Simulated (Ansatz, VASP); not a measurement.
**SrO in VASP and in Ansatz**

File INCAR:

```
ALGO = Normal
EDIFF = 1E-6
ENCUT = 520
ISIF = 2
ISMEAR = 0
LASPH = T
LCHARG = T
LELF = T
LREAL = F
LVHAR = T
LWAVE = F
NBANDS = 15
NELM = 60
PREC = Accurate
SIGMA = 0.05
```

File KPOINTS:

```
k-points
0
Gamma
  8 8 8
```

The input POSCAR:

```
SrO
1.0
    0.0000000000      2.5698000000      2.4413100000
    2.5698000000      0.0000000000      2.4413100000
    2.5698000000      2.5698000000      0.0000000000
Sr O
1 1
Direct
    0.0000000000      0.0000000000      0.0000000000
    0.5000000000      0.5000000000      0.5000000000
```

Input for Ansatz:

```yaml
crystal:
  lattice:
    - [0.0, 2.5698, 2.44131]
    - [2.5698, 0.0, 2.44131]
    - [2.5698, 2.5698, 0.0]
  atoms:
    - { symbol: Sr, position: [0.0, 0.0, 0.0] }
    - { symbol: O, position: [0.5, 0.5, 0.5] }
basis:
  ecutwfc: 420
kpoints:
  mp_grid: { grid: [8, 8, 8] }
hamiltonian:
  xc: lda
scf:
  occupations: { method: gaussian, width: 0.05 }
output:
  forces: true
  stress: true
  eigenvalues: true
```

Change from the starting cell: strain +0.000 along x and y, -0.050 along z, atoms carried along.

Alike in both runs: task single point; functional LDA; k mesh 8 × 8 × 8; occupations gaussian, width 0.05 eV; no spin polarisation.

|  | VASP | Ansatz |
| --- | --- | --- |
| version | VASP 6.6.1 | Ansatz 0.2.0 |
| potentials or method | VASP PAW LDA potentials, release 64 (Sr_sv, O), cutoff 520 eV | scalar-relativistic, plane waves, PAW |
| valence electrons in the cell | 16 | 16 |

```tsv
	VASP	Ansatz	Ansatz less VASP
gap on the k mesh at the Fermi level (eV)	2.75	2.82	+0.069
least direct gap on the mesh (eV)	2.97	3.02	+0.047
pressure (GPa)	2.3	1.4	-0.91
traceless stress, the component that is largest in VASP (GPa)	6.52	6.13	-0.395
```

LDA's correlation is that of Perdew and Zunger in VASP and of Perdew and Wang (1992) in Ansatz.
